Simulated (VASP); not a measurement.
Write the native input for VASP 6.6.1 that does the following.

| Item | Value |
| --- | --- |
| Task | single point |
| Functional | PBE |
| Potentials or basis | VASP PAW PBE potentials, release 64 (Ge_d, Sn_d) |
| Cutoff | 520 eV |
| k mesh | 6 × 6 × 2 |
| Occupations | fermi-dirac, width 0.02 eV |
| Spin | no spin polarisation |
| Dipole correction | no |
| Further INCAR settings | ALGO = Normal; EDIFF = 1e-06; NBANDS = 51 |

The structure of SnGe2 lies in POSCAR:

```
SnGe2
1.0
    4.2104802815      0.0000000000      0.0000000000
   -2.1052401408      3.6463828859      0.0000000000
    0.0000000000      0.0000000000     10.3218237640
Ge Sn
4 2
Direct
    0.0000000000      0.0000000000      0.8820545252
    0.6666666667      0.3333333333      0.5350820870
    0.3333333333      0.6666666667      0.4649179130
    0.0000000000      0.0000000000      0.1179454748
    0.3333333333      0.6666666667      0.2086912127
    0.6666666667      0.3333333333      0.7913087873
```

The input as run:

INCAR

```
SYSTEM = SnGe2
PREC = Accurate ; ENCUT = 520
EDIFF = 1E-6 ; ISMEAR = -1
SIGMA = 0.02 ; LREAL = .FALSE.
LASPH = .TRUE. ; NELM = 100
ALGO = Normal ; ISIF = 2
LWAVE = .FALSE. ; LCHARG = .FALSE.
GGA = PE ; NBANDS = 51
```

KPOINTS

```
regular mesh
0
G
  6 6 2
  0 0 0
```

Potentials or basis: VASP PAW PBE potentials, release 64 (Ge_d, Sn_d).

Run with:

```console
$ cat potpaw_PBE.64/Ge_d/POTCAR potpaw_PBE.64/Sn_d/POTCAR > POTCAR
$ mpirun -np 1 vasp_std > vasp.out
```

Results of the run:

- Pressure: 3.4 GPa
- Largest force: 0.051 eV/Å
- Band gap on the k mesh: zero (bands 42 and 43 overlap by 0.27 eV)

Caveat: the cell stands under pressure; semilocal functionals underestimate gaps, so a narrow gap can read as zero; spin-orbit coupling is left out, which moves the levels of the heavy elements.

Run time: 62 s on 1 thread of AMD EPYC 9R45 96-Core Processor (Zen 5), on a shared host, peak memory 0.28 GiB.
